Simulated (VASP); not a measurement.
# Ta2N: single point with LDA

Crystal: Ta2N.

```
CELL_PARAMETERS angstrom
5.22886 0.00000 0.00000
-2.61443 4.52833 0.00000
0.00000 0.00000 4.88353
ATOMIC_POSITIONS crystal
Ta 0.66693 0.66693 0.75260
Ta 0.00000 0.33307 0.75260
Ta 0.33307 0.00000 0.75260
Ta 0.33307 0.33307 0.24740
Ta 0.00000 0.66693 0.24740
Ta 0.66693 0.00000 0.24740
N 0.66667 0.33333 0.50000
N 0.33333 0.66667 0.50000
N 0.00000 0.00000 0.00000
```

```json
{
  "Program": "VASP 6.6.1",
  "Task": "single point",
  "Functional": "LDA",
  "Potentials or basis": "VASP PAW LDA potentials, release 64 (Ta_pv, N)",
  "Cutoff": "520 eV",
  "k mesh": "9 × 9 × 8",
  "Occupations": "gaussian, width 0.15 eV",
  "Spin": "no spin polarisation"
}
```

```json
{
  "Pressure": "1.6 GPa",
  "Largest force": "0.021 eV/Å"
}
```

Forces on the atoms (eV/Å):
```
Ta  -0.006 -0.010  0.018
Ta  -0.006  0.010  0.018
Ta   0.011  0.000  0.018
Ta   0.006  0.010 -0.018
Ta   0.006 -0.010 -0.018
Ta  -0.011  0.000 -0.018
N    0.000  0.000  0.000
N    0.000  0.000  0.000
N    0.000  0.000  0.000
```

Stress tensor (GPa, compression positive):
```
1.56 0.00 0.00
0.00 1.56 0.00
0.00 0.00 1.66
```

Levels at points of the mesh, in eV from the Fermi level:
```csv
k point,band 39,band 40,band 41,band 42,band 43,band 44
"(0.00, 0.00, 0.00)",-0.50,-0.50,-0.38,-0.16,-0.16,0.70
"(0.00, 0.00, 0.50)",-1.42,-1.42,-1.02,0.62,0.62,0.81
```

Wall time 16 min on 1 thread of Oxide Virtual Turin-like Processor, with other jobs on the host, peak memory 0.39 GiB.

Caveat: spin-orbit coupling is left out, which moves the levels of the heavy elements.
